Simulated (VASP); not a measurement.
# InSb (sol2) (I-4m2) in VASP: further runs

Runs on InSb (sol2). Level: PBEsol. Tasks: single point.

Everything below comes from runs of VASP 6.6.1. Logs are shortened: lines on timing, memory, paths and dates and some standing lists are left out, and cuts for length are marked.

### Step 1. The cell of the first run

The structure is tetragonal, space group I-4m2 (No. 119). The conventional cell has a = 4.573 Å, b = 4.573 Å, c = 6.551 Å, α = 90.00°, β = 90.00°, γ = 90.00°. In (site symmetry -4m2) has 4 Sb at 2.81 Å within 3.7 Å. Sb (site symmetry -4m2) has 4 In at 2.81 Å within 3.7 Å.

### Step 2. Single point, PBEsol (strained cell)

INCAR reads:

```
PREC = Accurate
ENCUT = 500
EDIFF = 1E-6
ISMEAR = 0
SIGMA = 0.1
LREAL = False
LASPH = True
NELM = 120
ALGO = Normal
ISIF = 2
LWAVE = False
LCHARG = False
GGA = PS
NBANDS = 16
GGA_COMPAT = False
```

KPOINTS reads:

```
Automatic mesh
0
Gamma
  10 10 10
```

POSCAR reads:

```
InSb
1.0
    0.0000000000      3.2339052284      3.2756330378
    3.2339052284      0.0000000000      3.2756330378
    3.2339052284      3.2339052284      0.0000000000
In Sb
1 1
Direct
    0.0000000000      0.0000000000      0.0000000000
    0.2500000000      0.2500000000      0.2500000000
```

Potentials or basis: VASP PAW PBE potentials, release 64 (In_d, Sb).

Launch:

```bash
$ cat potpaw_PBE.64/In_d/POTCAR potpaw_PBE.64/Sb/POTCAR > POTCAR
$ mpirun -np 1 vasp_std > vasp.out
```

OUTCAR:

```text
PREC = Accurate
   ENCUT = 500
   EDIFF = 1E-6
   ISMEAR = 0
   LREAL = False
   LASPH = True
   NELM = 120
   ISIF = 2
   GGA = PS

 ion  position               nearest neighbor table
   1  0.000  0.000  0.000-   2 2.81   2 2.81   2 2.81   2 2.81
   2  0.250  0.250  0.250-   1 2.81   1 2.81   1 2.81   1 2.81

  LATTYP: Found a body centered tetragonal cell.
 ALAT       =     4.5734326334
 C/A-ratio  =     1.4324614793

  Lattice vectors:

 A1 = (  -3.2339052284,   0.0000000000,   3.2756330378)
 A2 = (   3.2339052284,   0.0000000000,   3.2756330378)
 A3 = (   0.0000000000,   3.2339052284,  -3.2756330378)

Analysis of symmetry for initial positions (statically):
=====================================================================
 Subroutine PRICEL returns:
 Original cell was already a primitive cell.

 Routine SETGRP: Setting up the symmetry group for a
 body centered tetragonal supercell.

 Subroutine GETGRP returns: Found  8 space group operations
 (whereof  8 operations were pure point group operations)
 out of a pool of 16 trial point group operations.

The static configuration has the point symmetry D_2d.

Analysis of symmetry for dynamics (positions and initial velocities):
=====================================================================
 Subroutine PRICEL returns:
 Original cell was already a primitive cell.

 Routine SETGRP: Setting up the symmetry group for a
 body centered tetragonal supercell.

 Subroutine GETGRP returns: Found  8 space group operations
 (whereof  8 operations were pure point group operations)
 out of a pool of 16 trial point group operations.

The dynamic configuration has the point symmetry D_2d.

 Subroutine INISYM returns: Found  8 space group operations
 (whereof  8 operations are pure point group operations),
 and found     1 'primitive' translations

----------------------------------------------------------------------------------------

                                     Primitive cell

  volume of cell :      68.5141

  direct lattice vectors                    reciprocal lattice vectors
     0.000000000  3.233905228  3.275633038    -0.154611828  0.154611828  0.152642251
     3.233905228  0.000000000  3.275633038     0.154611828 -0.154611828  0.152642251
     3.233905228  3.233905228  0.000000000     0.154611828  0.154611828 -0.152642251

  length of vectors
     4.603033220  4.603033220  4.573432633     0.266663255  0.266663255  0.266663255

  position of ions in fractional coordinates (direct lattice)
     0.000000000  0.000000000  0.000000000
     0.250000000  0.250000000  0.250000000

  ion indices of the primitive-cell ions
   primitive index   ion index
                 1           1
                 2           2

----------------------------------------------------------------------------------------

 KPOINTS: Automatic mesh

Automatic generation of k-mesh.
 Grid dimensions read from file:
 generate k-points for:   10   10   10

 Generating k-lattice:

  Cartesian coordinates                     Fractional coordinates (reciprocal lattice)
    -0.015461183  0.015461183  0.015264225     0.100000000  0.000000000  0.000000000
     0.015461183 -0.015461183  0.015264225     0.000000000  0.100000000  0.000000000
     0.015461183  0.015461183 -0.015264225    -0.000000000 -0.000000000  0.100000000

  Length of vectors
     0.026666326  0.026666326  0.026666326

  Shift w.r.t. Gamma in fractional coordinates (k-lattice)
     0.000000000  0.000000000  0.000000000

 Subroutine IBZKPT returns following result:
 ===========================================

 Found    102 irreducible k-points:

 Following reciprocal coordinates:
            Coordinates               Weight
  0.000000  0.000000  0.000000      1.000000
  0.100000  0.000000  0.000000      8.000000
  0.200000  0.000000  0.000000      8.000000
  0.300000  0.000000  0.000000      8.000000
  0.400000  0.000000  0.000000      8.000000
  0.500000  0.000000  0.000000      4.000000
[... 16 lines left out ...]
  0.300000  0.300000  0.000000      2.000000
  0.400000  0.300000  0.000000      8.000000
 [... further k-points ...]
   k-points           NKPTS =    102   k-points in BZ     NKDIM =    102   number of bands    NBANDS=     16
   number of dos      NEDOS =    301   number of ions     NIONS =      2
   total plane-waves  NPLWV =  46656
   dimension x,y,z NGX =    36 NGY =   36 NGZ =   36
   dimension x,y,z NGXF=    72 NGYF=   72 NGZF=   72
   ions per type =               1   1
   NGX,Y,Z   is equivalent  to a cutoff of  13.00, 13.00, 13.09 a.u.
   NGXF,Y,Z  is equivalent  to a cutoff of  26.00, 26.00, 26.17 a.u.
 SYSTEM =  unknown system
   PREC   = accura    normal or accurate (medium, high low for compatibility)
   ISTART =      0    job   : 0-new  1-cont  2-samecut
   ICHARG =      2    charge: 1-file 2-atom 10-const
   ISPIN  =      1    spin polarized calculation?
   LNONCOLLINEAR =      F non collinear calculations
   LSORBIT =      F    spin-orbit coupling
   LASPH  =      T    aspherical Exc in radial PAW
   ENCUT  =  500.0 eV  36.75 Ry    6.06 a.u.   8.39  8.39  8.34*2*pi/ulx,y,z
   NELM   =    120;   NELMIN=  2; NELMDL= -5     # of ELM steps
   EDIFF  = 0.1E-05   stopping-criterion for ELM
   LREAL  =      F    real-space projection
   EDIFFG = 0.1E-04   stopping-criterion for IOM
   NSW    =      0    number of steps for IOM
   IBRION =     -1    ionic relax: 0-MD 1-quasi-New 2-CG
   NFREE  =      0    steps in history (QN), initial steepest desc. (CG)
   ISIF   =      2    stress and relaxation
   ISYM   =      2    0-nonsym 1-usesym 2-fastsym
   POTIM  = 0.5000    time-step for ionic-motion
   TEBEG  =    0.0;   TEEND  =   0.0 temperature during run
   PSTRESS=    0.0 pullay stress
   NELECT =      18.0000    total number of electrons
   NUPDOWN=      -1.0000    fix difference up-down
   EMIN   =  10.00;   EMAX   =-10.00  energy-range for DOS
   EFERMI =   0.00;   METHOD = LEGACY
   ISMEAR =     0;   SIGMA  =   0.10  broadening in eV -4-tet -1-fermi 0-gaus
   EFERMI_NEDOS =   21; number of points for ismear=-14 and -15
   IALGO  =     38    algorithm
   IMIX   =      4    mixing-type and parameters
     AMIX     =   0.40;   BMIX     =  1.00
     AMIX_MAG =   1.60;   BMIX_MAG =  1.00
  volume/ion in A,a.u.               =      34.26       231.18
  Fermi-wavevector in a.u.,A,eV,Ry     =   1.048510  1.981396 14.957868  1.099372
  Thomas-Fermi vector in A             =   2.183434
   LORBIT       =      0    0 simple, 1 ext, 2 COOP (PROOUT), +10 PAW based schemes
   GGA     = PS    functional components
   LHFCALC =     F    Hartree Fock is set to
   AEXX    =    0.0000 exact exchange contribution
   IVDW    =     0    specifies the selected vdW correction
   LEPSILON=     F    determine dielectric tensor
   LRPA    =     F    only Hartree local field effects (RPA)
 non-spin polarized calculation
 Gauss-broadening in eV      SIGMA  =   0.10
  energy-cutoff  :      500.00
  volume of cell :       68.51
 maximum number of plane-waves:      1775
 NGX is ok and might be reduce to    36
   NGX = 17   NGY = 17   NGZ = 17

 number of electron      17.9999993 magnetization

 Free energy of the ion-electron system (eV)
  ---------------------------------------------------
  ext. energy  EPLUGINS =         0.00000000
  ---------------------------------------------------
  free energy    TOTEN  =        -7.69775165 eV

  energy without entropy =       -7.69756284  energy(sigma->0) =       -7.69765725

 E-fermi :   4.9259     XC(G=0):  -8.8368

 val. band max:        4.9033553419   @ k =   0.0000   0.0000   0.0000
 cond. band min:       5.3381561808   @ k =   0.5000   0.0000   0.0000
 fundamental gap:      0.4348008389
 Fermi energy:         4.9259388321

 k-point     1 :       0.0000    0.0000    0.0000
  band No.  band energies     occupation
      1      -9.6445      2.00000
      2      -9.6420      2.00000
      3      -9.6420      2.00000
      4      -9.5592      2.00000
      5      -9.5577      2.00000
      6      -5.8188      2.00000
[... 8 lines left out ...]
     15      13.0503      0.00000
     16      13.2480      0.00000

 k-point     2 :       0.1000    0.0000    0.0000
  band No.  band energies     occupation
      1      -9.6477      2.00000
      2      -9.6414      2.00000
      3      -9.6399      2.00000
      4      -9.5594      2.00000
      5      -9.5578      2.00000
      6      -5.7282      2.00000
[... 8 lines left out ...]
     15      12.4039      0.00000
     16      12.5508      0.00000

 k-point     3 :       0.2000    0.0000    0.0000
  band No.  band energies     occupation
      1      -9.6596      2.00000
      2      -9.6363      2.00000
      3      -9.6347      2.00000
      4      -9.5597      2.00000
      5      -9.5578      2.00000
      6      -5.4672      2.00000
[... 8 lines left out ...]
     15      12.0536      0.00000
     16      12.1287      0.00000

 k-point     4 :       0.3000    0.0000    0.0000
  band No.  band energies     occupation
      1      -9.6743      2.00000
      2      -9.6305      2.00000
      3      -9.6289      2.00000
      4      -9.5594      2.00000
      5      -9.5571      2.00000
      6      -5.0759      2.00000
[... 8 lines left out ...]
     15      12.3387      0.00000
     16      12.3446      0.00000
[... 324 lines left out ...]
 k-point    22 :      -0.2000    0.2000    0.0000
  band No.  band energies     occupation
      1      -9.6803      2.00000
      2      -9.6265      2.00000
      3      -9.6253      2.00000
      4      -9.5623      2.00000
      5      -9.5562      2.00000
      6      -4.9341      2.00000
[... 8 lines left out ...]
     15      13.0732      0.00000
     16      13.6310      0.00000

 k-point    23 :       0.3000    0.3000    0.0000
  band No.  band energies     occupation
      1      -9.6976      2.00000
      2      -9.6140      2.00000
      3      -9.6140      2.00000
      4      -9.5688      2.00000
      5      -9.5537      2.00000
      6      -4.8195      2.00000
[... 8 lines left out ...]
     15      14.1180      0.00000
     16      14.3452      0.00000

 k-point    24 :       0.4000    0.3000    0.0000
  band No.  band energies     occupation
      1      -9.7064      2.00000
      2      -9.6098      2.00000
      3      -9.6087      2.00000
      4      -9.5704      2.00000
      5      -9.5530      2.00000
      6      -4.4783      2.00000
[... 8 lines left out ...]
     15      14.5141      0.00000
     16      14.7814      0.00000

 [... further k-points ...]
[... 5 lines left out ...]
  --------------------------------------------------------------------------------------
  -------------------------------------------------------------------------------------
  Total        0.2635092      0.2635092      0.1098806      0.0000000      0.0000000      0.0000000
  in kB        6.1620690      6.1620690      2.5695189      0.0000000      0.0000000      0.0000000
  external PRESSURE =       4.9645523 kB  Pullay stress =       0.0000000 kB

 VOLUME and BASIS-vectors are now :
 -----------------------------------------------------------------------------
  energy-cutoff  :      500.00
  volume of cell :       68.51
      direct lattice vectors                 reciprocal lattice vectors
     0.000000000  3.233905228  3.275633038    -0.154611828  0.154611828  0.152642251
     3.233905228  0.000000000  3.275633038     0.154611828 -0.154611828  0.152642251
     3.233905228  3.233905228  0.000000000     0.154611828  0.154611828 -0.152642251

 POSITION                                       TOTAL-FORCE (eV/Angst)
 -----------------------------------------------------------------------------------
      0.00000      0.00000      0.00000        -0.000000     -0.000000     -0.000000
      1.61695      1.61695      1.63782         0.000000      0.000000      0.000000
 -----------------------------------------------------------------------------------
    total drift:                                0.000000      0.000000     -0.000000

  FREE ENERGIE OF THE ION-ELECTRON SYSTEM (eV)
  ---------------------------------------------------
  free  energy   TOTEN  =        -7.6977516479 eV

  energy  without entropy=       -7.6975628422  energy(sigma->0) =       -7.69765725
```

It took 2.4 min on 1 thread of Intel Xeon 8259CL, shared host; peak memory 0.28 GiB.

Results:

| Item | Value |
| --- | --- |
| Free energy | -7.6978 eV |
| Pressure | 0.5 GPa |
| Band gap on the k mesh | zero (filled and empty bands touch) |

Levels at points of the mesh, in eV from the Fermi level:
| k point | band 5 | band 6 | band 7 | band 8 | band 9 | band 10 | band 11 | band 12 | band 13 | band 14 |
| --- | --- | --- | --- | --- | --- | --- | --- | --- | --- | --- |
| (0.00, 0.00, 0.00) | -14.48 | -10.74 | -0.35 | -0.09 | -0.02 | -0.02 | 2.88 | 2.88 | 2.91 | 5.51 |
| (0.50, 0.00, 0.00) | -14.48 | -9.39 | -5.67 | -1.09 | -1.00 | 0.41 | 3.70 | 3.76 | 5.92 | 8.08 |
| (0.50, 0.50, 0.00) | -14.48 | -8.81 | -6.00 | -2.25 | -2.25 | 1.27 | 1.29 | 8.03 | 8.03 | 8.57 |
| (0.50, 0.00, 0.50) | -14.47 | -8.77 | -5.94 | -2.32 | -2.32 | 1.19 | 1.21 | 8.00 | 8.06 | 8.64 |

Caveat: the cell differs from its parent crystal (strained cell); the PAW data sets were made with another functional, which shifts forces and pressure a little; spin-orbit coupling is left out, which moves the levels of the heavy elements.

### Step 3. Single point, PBEsol (strained cell)

INCAR reads:

```
PREC = Accurate
ENCUT = 500
EDIFF = 1E-6
ISMEAR = 0
SIGMA = 0.1
LREAL = F
LASPH = T
NELM = 120
ALGO = Normal
ISIF = 2
LWAVE = F
LCHARG = F
GGA = PS
NBANDS = 16
GGA_COMPAT = F
```

KPOINTS is that of step 2.

POSCAR reads:

```
InSb
1.0
    0.0000000000      3.2339052284      3.2807403923
    3.2339052284      0.0000000000      3.2807403923
    3.2339052284      3.2339052284      0.0000000000
In Sb
1 1
Direct
    0.0000000000      0.0000000000      0.0000000000
    0.2500000000      0.2500000000      0.2500000000
```

Potentials or basis: VASP PAW PBE potentials, release 64 (In_d, Sb).

Launch:

```bash
$ cat potpaw_PBE.64/In_d/POTCAR potpaw_PBE.64/Sb/POTCAR > POTCAR
$ mpirun -np 1 vasp_std > vasp.out
```

It took 2.4 min on 1 thread of Intel Xeon 8259CL, shared host; peak memory 0.28 GiB.

Results (log left out):

| Property | Result |
| --- | --- |
| Free energy | -7.6979 eV |
| Pressure | 0.4 GPa |
| Band gap on the k mesh | zero (filled and empty bands touch) |

Stress tensor (GPa, compression positive):
```
0.56 0.00 0.00
0.00 0.56 0.00
0.00 0.00 0.16
```

Levels at points of the mesh, in eV from the Fermi level:
```
           k point  band 5  band 6  band 7  band 8  band 9  band 10  band 11  band 12  band 13  band 14
(0.00, 0.00, 0.00)  -14.48  -10.74   -0.36   -0.09   -0.02    -0.02     2.88     2.88     2.91     5.51
(0.50, 0.00, 0.00)  -14.48   -9.38   -5.66   -1.09   -1.00     0.41     3.70     3.77     5.92     8.07
(0.50, 0.50, 0.00)  -14.48   -8.81   -6.00   -2.24   -2.24     1.28     1.29     8.02     8.02     8.55
(0.50, 0.00, 0.50)  -14.47   -8.77   -5.93   -2.32   -2.31     1.19     1.20     7.99     8.05     8.63
```

Caveat: the cell differs from its parent crystal (strained cell); the PAW data sets were made with another functional, which shifts forces and pressure a little; spin-orbit coupling is left out, which moves the levels of the heavy elements.

(Part 1 of 2 ends here.)
